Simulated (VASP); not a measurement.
# MgO (P6/mmm) in VASP: a series of runs

The runs below take MgO through single point, relaxation of cell and atoms, with PBE.

Everything below comes from runs of VASP 6.6.1. Logs are shortened: lines on timing, memory, paths and dates and some standing lists are left out, and cuts for length are marked.

### 1 The cell of the first run

The structure is hexagonal, space group P6/mmm (No. 191). Conventional cell: a = 3.658 Å, b = 3.658 Å, c = 6.935 Å, α = 90.00°, β = 90.00°, γ = 120.00°. Within 4.6 Å of Mg (site symmetry 6/mmm) lie 8 Mg at 3.47 to 3.66 Å and 12 O at 4.06 Å. Mg (site symmetry 6/mmm) has 6 O at 2.11 Å within 2.8 Å. Within 2.8 Å of O (site symmetry -6m2) lie 3 Mg at 2.11 Å and 3 O at 2.11 Å.

The cell was generated, and may not be a known phase.

### 2 Single point, PBE

Contents of INCAR:

```
SYSTEM = MgO
ALGO     = Normal         ! electronic algorithm
EDIFF    = 1E-6           ! SCF threshold, eV
ENCUT    = 520            ! plane-wave cutoff, eV
GGA      = PE             ! functional
ISIF     = 2              ! what is computed and relaxed
ISMEAR   = 0              ! smearing method
LASPH    = .TRUE.         ! aspherical terms in the spheres
LCHARG   = .FALSE.        ! write CHGCAR
LREAL    = .FALSE.        ! projectors in reciprocal space
LWAVE    = .FALSE.        ! write WAVECAR
NBANDS   = 16             ! bands
NELM     = 100            ! most SCF steps
PREC     = Accurate       ! precision mode
SIGMA    = 0.1            ! smearing width, eV
```

Contents of KPOINTS:

```
k-points
0
G
  12 12 8
  0 0 0
```

Contents of POSCAR:

```
MgO
1.0
    3.6576787985      0.0000000000      0.0000000000
   -1.8288393992      3.1676427584      0.0000000000
    0.0000000000      0.0000000000      6.9350643056
Mg O
2 2
Direct
    0.0000000000      0.0000000000      0.5000000000
    0.0000000000      0.0000000000      0.0000000000
    0.3333333333      0.6666666667      0.0000000000
    0.6666666667      0.3333333333      0.0000000000
```

Potentials or basis: VASP PAW PBE potentials, release 64 (Mg, O).

Launch:

```sh
> cat potpaw_PBE.64/Mg/POTCAR potpaw_PBE.64/O/POTCAR > POTCAR
> mpirun -np 1 vasp_std > vasp.out
```

OUTCAR:

```text
SYSTEM = MgO
   EDIFF = 1E-6
   ENCUT = 520
   GGA = PE
   ISIF = 2
   ISMEAR = 0
   LASPH = .TRUE.
   LREAL = .FALSE.
   NELM = 100
   PREC = Accurate

 ion  position               nearest neighbor table
   1  0.000  0.000  0.500-   2 3.47   2 3.47
   2  0.000  0.000  0.000-   3 2.11   4 2.11   3 2.11   4 2.11   4 2.11   3 2.11   1 3.47   1 3.47

   3  0.333  0.667  0.000-   2 2.11   2 2.11   2 2.11
   4  0.667  0.333  0.000-   2 2.11   2 2.11   2 2.11

  LATTYP: Found a hexagonal cell.
 ALAT       =     3.6576787985
 C/A-ratio  =     1.8960287897

  Lattice vectors:

 A1 = (   3.6576787985,   0.0000000000,   0.0000000000)
 A2 = (  -1.8288393992,   3.1676427584,   0.0000000000)
 A3 = (   0.0000000000,   0.0000000000,   6.9350643056)

Analysis of symmetry for initial positions (statically):
=====================================================================
 Subroutine PRICEL returns:
 Original cell was already a primitive cell.

 Routine SETGRP: Setting up the symmetry group for a
 hexagonal supercell.

 Subroutine GETGRP returns: Found 24 space group operations
 (whereof 24 operations were pure point group operations)
 out of a pool of 24 trial point group operations.

The static configuration has the point symmetry D_6h.

Analysis of symmetry for dynamics (positions and initial velocities):
=====================================================================
 Subroutine PRICEL returns:
 Original cell was already a primitive cell.

 Routine SETGRP: Setting up the symmetry group for a
 hexagonal supercell.

 Subroutine GETGRP returns: Found 24 space group operations
 (whereof 24 operations were pure point group operations)
 out of a pool of 24 trial point group operations.

The dynamic configuration has the point symmetry D_6h.

 Subroutine INISYM returns: Found 24 space group operations
 (whereof 24 operations are pure point group operations),
 and found     1 'primitive' translations

----------------------------------------------------------------------------------------

                                     Primitive cell

  volume of cell :      80.3512

  direct lattice vectors                    reciprocal lattice vectors
     3.657678799  0.000000000  0.000000000     0.273397435  0.157846082  0.000000000
    -1.828839399  3.167642758  0.000000000     0.000000000  0.315692165  0.000000000
     0.000000000  0.000000000  6.935064306     0.000000000  0.000000000  0.144194770

  length of vectors
     3.657678799  3.657678798  6.935064306     0.315692165  0.315692165  0.144194770

  position of ions in fractional coordinates (direct lattice)
     0.000000000  0.000000000  0.500000000
     0.000000000  0.000000000  0.000000000
     0.333333333  0.666666667  0.000000000
     0.666666667  0.333333333  0.000000000

  ion indices of the primitive-cell ions
   primitive index   ion index
                 1           1
                 2           2
                 3           3
                 4           4

----------------------------------------------------------------------------------------

 KPOINTS: k-points

Automatic generation of k-mesh.
 Grid dimensions read from file:
 generate k-points for:   12   12    8

 Generating k-lattice:

  Cartesian coordinates                     Fractional coordinates (reciprocal lattice)
     0.022783120  0.013153840  0.000000000     0.083333333  0.000000000  0.000000000
     0.000000000  0.026307680  0.000000000     0.000000000  0.083333333  0.000000000
     0.000000000  0.000000000  0.018024346     0.000000000  0.000000000  0.125000000

  Length of vectors
     0.026307680  0.026307680  0.018024346

  Shift w.r.t. Gamma in fractional coordinates (k-lattice)
     0.000000000  0.000000000  0.000000000

 Subroutine IBZKPT returns following result:
 ===========================================

 Found     95 irreducible k-points:

 Following reciprocal coordinates:
            Coordinates               Weight
  0.000000  0.000000  0.000000      1.000000
  0.083333  0.000000  0.000000      6.000000
  0.166667  0.000000  0.000000      6.000000
  0.250000  0.000000  0.000000      6.000000
  0.333333  0.000000  0.000000      6.000000
  0.416667 -0.000000  0.000000      6.000000
[... 16 lines left out ...]
  0.250000  0.000000  0.125000     12.000000
  0.333333  0.000000  0.125000     12.000000
 [... further k-points ...]
   k-points           NKPTS =     95   k-points in BZ     NKDIM =     95   number of bands    NBANDS=     16
   number of dos      NEDOS =    301   number of ions     NIONS =      4
   total plane-waves  NPLWV =  42336
   dimension x,y,z NGX =    28 NGY =   28 NGZ =   54
   dimension x,y,z NGXF=    56 NGYF=   56 NGZF=  108
   ions per type =               2   2
   NGX,Y,Z   is equivalent  to a cutoff of  12.73, 12.73, 12.94 a.u.
   NGXF,Y,Z  is equivalent  to a cutoff of  25.45, 25.45, 25.89 a.u.
 SYSTEM =  MgO
   PREC   = accura    normal or accurate (medium, high low for compatibility)
[... 31 lines left out ...]
   AEXX    =    0.0000 exact exchange contribution
   IVDW    =     0    specifies the selected vdW correction
   LEPSILON=     F    determine dielectric tensor
   LRPA    =     F    only Hartree local field effects (RPA)
 non-spin polarized calculation
 Gauss-broadening in eV      SIGMA  =   0.10
  energy-cutoff  :      520.00
  volume of cell :       80.35
 maximum number of plane-waves:      2187
 NGX is ok and might be reduce to    28
   NGX = 13   NGY = 13   NGZ = 25

 number of electron      16.0000011 magnetization

 Free energy of the ion-electron system (eV)
  ---------------------------------------------------
  ext. energy  EPLUGINS =         0.00000000
  ---------------------------------------------------
  free energy    TOTEN  =       -14.21480502 eV

  energy without entropy =      -14.20654336  energy(sigma->0) =      -14.21067419

 E-fermi :   0.6951     XC(G=0):  -7.8672

 val. band max:        0.6927456144   @ k =   0.0000   0.0000   0.0000
 cond. band min:       0.7190001056   @ k =   0.5000   0.0000   0.5000
 fundamental gap:      0.0262544911
 Fermi energy:         0.6951411118

 k-point     1 :       0.0000    0.0000    0.0000
  band No.  band energies     occupation
      1     -18.0828      2.00000
      2     -14.0064      2.00000
      3      -3.4583      2.00000
      4      -3.4583      2.00000
      5      -3.1951      2.00000
      6      -3.0638      2.00000
[... 8 lines left out ...]
     15      11.0088      0.00000
     16      11.3854      0.00000

 k-point     2 :       0.0833    0.0000    0.0000
  band No.  band energies     occupation
      1     -18.0316      2.00000
      2     -14.0941      2.00000
      3      -3.5231      2.00000
      4      -3.4063      2.00000
      5      -3.1340      2.00000
      6      -2.9635      2.00000
[... 8 lines left out ...]
     15      11.0938      0.00000
     16      11.8207      0.00000

 k-point     3 :       0.1667    0.0000    0.0000
  band No.  band energies     occupation
      1     -17.8815      2.00000
      2     -14.3399      2.00000
      3      -3.6849      2.00000
      4      -3.3054      2.00000
      5      -2.9548      2.00000
      6      -2.6548      2.00000
[... 8 lines left out ...]
     15      10.0885      0.00000
     16      12.2087      0.00000

 k-point     4 :       0.2500    0.0000    0.0000
  band No.  band energies     occupation
      1     -17.6442      2.00000
      2     -14.6997      2.00000
      3      -3.8786      2.00000
      4      -3.2601      2.00000
      5      -2.6714      2.00000
      6      -2.1343      2.00000
[... 8 lines left out ...]
     15       9.3963      0.00000
     16      11.6377      0.00000
[... 324 lines left out ...]
 k-point    22 :       0.1667    0.0000    0.1250
  band No.  band energies     occupation
      1     -17.8815      2.00000
      2     -14.3399      2.00000
      3      -3.6849      2.00000
      4      -3.3078      2.00000
      5      -3.1343      2.00000
      6      -2.4161      2.00000
[... 8 lines left out ...]
     15      10.0843      0.00000
     16      11.7893      0.00000

 k-point    23 :       0.2500    0.0000    0.1250
  band No.  band energies     occupation
      1     -17.6442      2.00000
      2     -14.6996      2.00000
      3      -3.8786      2.00000
      4      -3.2591      2.00000
      5      -2.7892      2.00000
      6      -1.9665      2.00000
[... 8 lines left out ...]
     15       9.4239      0.00000
     16      11.5900      0.00000

 k-point    24 :       0.3333    0.0000    0.1250
  band No.  band energies     occupation
      1     -17.3435      2.00000
      2     -15.1140      2.00000
      3      -4.0493      2.00000
      4      -3.3049      2.00000
      5      -2.3781      2.00000
      6      -1.3084      2.00000
[... 8 lines left out ...]
     15       9.1065      0.00000
     16      11.2514      0.00000

 [... further k-points ...]

------------------------ aborting loop because EDIFF is reached ----------------------------------------

  FORCE on cell =-STRESS in cart. coord.  units (eV):
  Direction    XX          YY          ZZ          XY          YZ          ZX
  --------------------------------------------------------------------------------------
  -------------------------------------------------------------------------------------
  Total       -0.1243860     -0.1243860     -0.0424240     -0.0000000      0.0000000      0.0000000
  in kB       -2.4802178     -2.4802178     -0.8459211     -0.0000000      0.0000000      0.0000000
  external PRESSURE =      -1.9354522 kB  Pullay stress =       0.0000000 kB

 VOLUME and BASIS-vectors are now :
 -----------------------------------------------------------------------------
  energy-cutoff  :      520.00
  volume of cell :       80.35
      direct lattice vectors                 reciprocal lattice vectors
     3.657678799  0.000000000  0.000000000     0.273397435  0.157846082  0.000000000
    -1.828839399  3.167642758  0.000000000     0.000000000  0.315692165  0.000000000
     0.000000000  0.000000000  6.935064306     0.000000000  0.000000000  0.144194770

 POSITION                                       TOTAL-FORCE (eV/Angst)
 -----------------------------------------------------------------------------------
      0.00000      0.00000      3.46753         0.000000      0.000000      0.000000
      0.00000      0.00000      0.00000         0.000000      0.000000      0.000000
     -0.00000      2.11176      0.00000         0.000000      0.000000      0.000000
      1.82884      1.05588      0.00000        -0.000000      0.000000      0.000000
 -----------------------------------------------------------------------------------
    total drift:                                0.000000     -0.000000     -0.000000

  FREE ENERGIE OF THE ION-ELECTRON SYSTEM (eV)
  ---------------------------------------------------
  free  energy   TOTEN  =       -14.2148050169 eV

  energy  without entropy=      -14.2065433563  energy(sigma->0) =      -14.21067419
```

Run time: 74 s. Hardware: 1 thread of AMD EPYC 9R45 (Zen 5), shared host; peak memory 0.23 GiB.

Results:

```yaml
Free_energy: -14.2148 eV
Pressure: -0.2 GPa
Band_gap_on_the_k_mesh: zero (bands 8 and 9 overlap by 0.98 eV)
```

Stress tensor (GPa, compression positive):
```
-0.25  0.00  0.00
 0.00 -0.25  0.00
 0.00  0.00 -0.08
```

### 3 Relaxation of cell and atoms, PBE, collinear spin, ferromagnetic start

This run uses another cell than the first one, of 13.86 Å³/atom.

Contents of INCAR:

```
SYSTEM = MgO
PREC     = Accurate       ! precision mode
ENCUT    = 600            ! plane-wave cutoff, eV
EDIFF    = 1E-6           ! SCF threshold, eV
ISMEAR   = 0              ! smearing method
SIGMA    = 0.1            ! smearing width, eV
LREAL    = .FALSE.        ! projectors in reciprocal space
LASPH    = .TRUE.         ! aspherical terms in the spheres
NELM     = 150            ! most SCF steps
ALGO     = Normal         ! electronic algorithm
ISIF     = 3              ! what is computed and relaxed
LWAVE    = .FALSE.        ! write WAVECAR
LCHARG   = .FALSE.        ! write CHGCAR
ISPIN    = 2              ! spin polarisation
MAGMOM   = 0 0 1 1        ! initial moments
LORBIT   = 11             ! projections on sites
GGA      = PE             ! functional
IBRION   = 2              ! ionic algorithm
NSW      = 90             ! ionic steps
EDIFFG   = -0.04          ! ionic threshold
```

Contents of KPOINTS:

```
Automatic mesh
0
G
  6 6 4
  0 0 0
```

Contents of POSCAR:

```
MgO
1.0
    3.8164736400      0.0000000000      0.0000000000
   -1.9082368200      3.3051631300      0.0000000000
    0.0000000000      0.0000000000      4.3952681500
Mg O
2 2
Direct
    0.0000000000      0.0000000000      0.5000000000
    0.0000000000      0.0000000000      0.0000000000
    0.3333333300      0.6666666700      0.0000000000
    0.6666666700      0.3333333300      0.0000000000
```

Potentials or basis: VASP PAW PBE potentials, release 64 (Mg, O).

Launch:

```sh
> cat potpaw_PBE.64/Mg/POTCAR potpaw_PBE.64/O/POTCAR > POTCAR
> mpirun -np 1 vasp_std > vasp.out
```

Run time: 2.1 min. Hardware: 1 thread of AMD EPYC 9R45 (Zen 5), shared host; peak memory 0.19 GiB.

Results (log left out):

```yaml
Free_energy: -13.9361 eV
Relaxed_volume: 17.15 Å³/atom
Relaxed_cell: a = 3.658 Å, b = 3.658 Å, c = 5.918 Å, α = 90.00°, β = 90.00°, γ = 120.00°
Space_group_after_relaxing_to_0.1_Å: P6/mmm (No. 191)
Energy_gained_by_relaxing: 538.8 meV/atom
Ionic_steps: 8
Pressure_after_relaxing: 0.0 GPa
Band_gap_on_the_k_mesh: zero (filled and empty bands overlap)
Net_moment: 0.00 μB per cell
Valence_electrons_inside_the_program's_atomic_spheres: Mg 0.31, 0.37; O 4.88
```

Stress tensor (GPa, compression positive):
```
-0.02  0.00  0.00
 0.00 -0.02  0.00
 0.00  0.00  0.17
```

Step by step:
```
step  energy change (eV)  largest force (eV/Å)  pressure (GPa)  volume (Å³)
   1              0.0000                0.0000            9.91        55.44
   2             -1.6265                0.0000            3.69        61.93
   3             -2.1465                0.0000            1.15        67.19
   4             -2.1524                0.0000            0.94        67.87
   5             -2.1522                0.0000            1.02        67.65
   6             -2.1540                0.0000           -0.33        68.78
   7             -2.1546                0.0000            0.13        68.40
   8             -2.1552                0.0000            0.04        68.58
```

Final structure:
```yaml
crystal:
  lattice:
    - [3.65808, 0.00000, 0.00000]
    - [-1.82904, 3.16799, 0.00000]
    - [0.00000, 0.00000, 5.91801]
  atoms:
    - { symbol: Mg, position: [0.00000, 0.00000, 0.50000] }
    - { symbol: Mg, position: [0.00000, 0.00000, 0.00000] }
    - { symbol: O, position: [0.33333, 0.66667, 0.00000] }
    - { symbol: O, position: [0.66667, 0.33333, 0.00000] }
```

Levels at points of the mesh, in eV from the Fermi level:
Spin up:
```csv
k point,band 5,band 6,band 7,band 8,band 9,band 10,band 11,band 12
"(0.00, 0.00, 0.00)",-4.12,-3.51,-0.64,-0.64,-0.08,2.92,5.07,9.48
"(0.50, 0.00, 0.00)",-2.60,-1.50,-0.40,0.04,0.62,0.75,3.25,6.50
"(0.00, 0.00, 0.50)",-4.20,-1.59,-0.64,-0.64,-0.09,0.62,7.31,9.30
"(0.50, 0.00, 0.50)",-2.81,-1.85,-0.33,0.38,0.75,1.26,3.27,5.84
```
Spin down:
```
           k point  band 5  band 6  band 7  band 8  band 9  band 10  band 11  band 12
(0.00, 0.00, 0.00)   -4.12   -3.51   -0.64   -0.64   -0.08     2.92     5.07     9.48
(0.50, 0.00, 0.00)   -2.60   -1.50   -0.40    0.04    0.62     0.75     3.25     6.50
(0.00, 0.00, 0.50)   -4.20   -1.59   -0.64   -0.64   -0.09     0.62     7.31     9.30
(0.50, 0.00, 0.50)   -2.81   -1.85   -0.33    0.38    0.75     1.26     3.27     5.84
```

Caveat: the volume moved by over 15 % at a fixed basis, so the end points are rough.

### 4 Relaxation of cell and atoms, PBE

This run uses another cell than the first one, of 20.02 Å³/atom.

Contents of INCAR:

```
PREC = Accurate
ENCUT = 600
EDIFF = 1E-6
ISMEAR = 0
SIGMA = 0.1
LREAL = F
LASPH = T
NELM = 80
ALGO = Normal
ISIF = 3
LWAVE = F
LCHARG = F
GGA = PE
IBRION = 2
NSW = 100
EDIFFG = -0.01
```

Contents of KPOINTS:

```
Automatic mesh
0
Gamma
  12 12 8
```

Contents of POSCAR:

```
MgO
1.0
    3.6576976094      0.0000000000      0.0000000000
   -1.8288488047      3.1676590491      0.0000000000
    0.0000000000      0.0000000000      6.9117082990
Mg O
2 2
Direct
    0.0000000000      0.0000000000      0.5000000000
    0.0000000000      0.0000000000      0.0000000000
    0.3333333333      0.6666666667      0.0000000000
    0.6666666667      0.3333333333      0.0000000000
```

Launch:

```sh
> cat potpaw_PBE.64/Mg/POTCAR potpaw_PBE.64/O/POTCAR > POTCAR
> mpirun -np 1 vasp_std > vasp.out
```

It took 2.2 min on 1 thread of AMD EPYC 9R45 (Zen 5), shared host; peak memory 0.27 GiB.

The run converged. Its results:

```
Free energy                           : -14.2178 eV
Relaxed volume                        : 19.95 Å³/atom
Relaxed cell                          : a = 3.652 Å, b = 3.652 Å, c = 6.908 Å, α = 90.00°, β = 90.00°, γ = 120.00°
Space group after relaxing (to 0.1 Å) : P6/mmm (No. 191)
Energy gained by relaxing             : 0.1 meV/atom
Ionic steps                           : 3
Pressure after relaxing               : 0.0 GPa
Band gap on the k mesh                : zero (bands 8 and 9 overlap by 0.98 eV)
```

Stress tensor (GPa, compression positive):
```
 0.01  0.00  0.00
 0.00  0.01  0.00
 0.00  0.00 -0.07
```

The path:
```csv
step,energy change (eV),largest force (eV/Å),pressure (GPa),volume (Å³)
1,0.0000,0.0000,-0.26,80.08
2,-0.0002,0.0000,0.05,79.71
3,-0.0002,0.0000,-0.02,79.80
```

Final structure:
```xyz
4
Lattice="3.6523 0.0000 0.0000 -1.8262 3.1630 0.0000 0.0000 0.0000 6.9081" Properties=species:S:1:pos:R:3 pbc="T T T"
Mg    0.0000    0.0000    3.4540
Mg    0.0000    0.0000    0.0000
O     0.0000    2.1087    0.0000
O     1.8262    1.0543    0.0000
```

Levels at points of the mesh, in eV from the Fermi level:
```tsv
k point	band 5	band 6	band 7	band 8	band 9	band 10	band 11	band 12
(0.00, 0.00, 0.00)	-3.92	-3.77	-0.58	-0.58	-0.01	1.77	3.99	9.43
(0.50, 0.00, 0.00)	-2.46	-1.37	-0.32	-0.20	0.19	0.81	3.18	5.82
(0.00, 0.00, 0.50)	-4.18	-2.57	-0.58	-0.58	-0.01	0.28	6.21	7.78
(0.50, 0.00, 0.50)	-2.55	-1.55	-0.27	0.03	0.44	0.81	3.15	5.02
```

### 5 The runs side by side

```tsv
task	spin	cell	k mesh	cutoff (eV)	gap on the mesh (eV)	pressure (GPa)	relaxed volume (Å³/atom)
single point	off	a = 3.658, b = 3.658, c = 6.935 Å, angles 90.0, 90.0, 120.0°, 4 atoms	12 × 12 × 8	520	none	-0.2	-
relaxation of cell and atoms	collinear, ferromagnetic start	relaxed from a = 3.816, b = 3.816, c = 4.395 Å, angles 90.0, 90.0, 120.0°, 4 atoms	6 × 6 × 4	600	none	0.0	17.15
relaxation of cell and atoms	off	relaxed from a = 3.658, b = 3.658, c = 6.912 Å, angles 90.0, 90.0, 120.0°, 4 atoms	12 × 12 × 8	600	none	0.0	19.95
```

Alike in all rows: level PBE; potentials or basis VASP PAW PBE potentials, release 64 (Mg, O); smearing gaussian 0.1 eV.

Caveats: the volume moved by over 15 % at a fixed basis, so the end points are rough (at least some runs).

Absolute energies hang on the potentials; compare differences alone.

The gap in the log of VASP goes by the Fermi energy; the results here count the filled bands.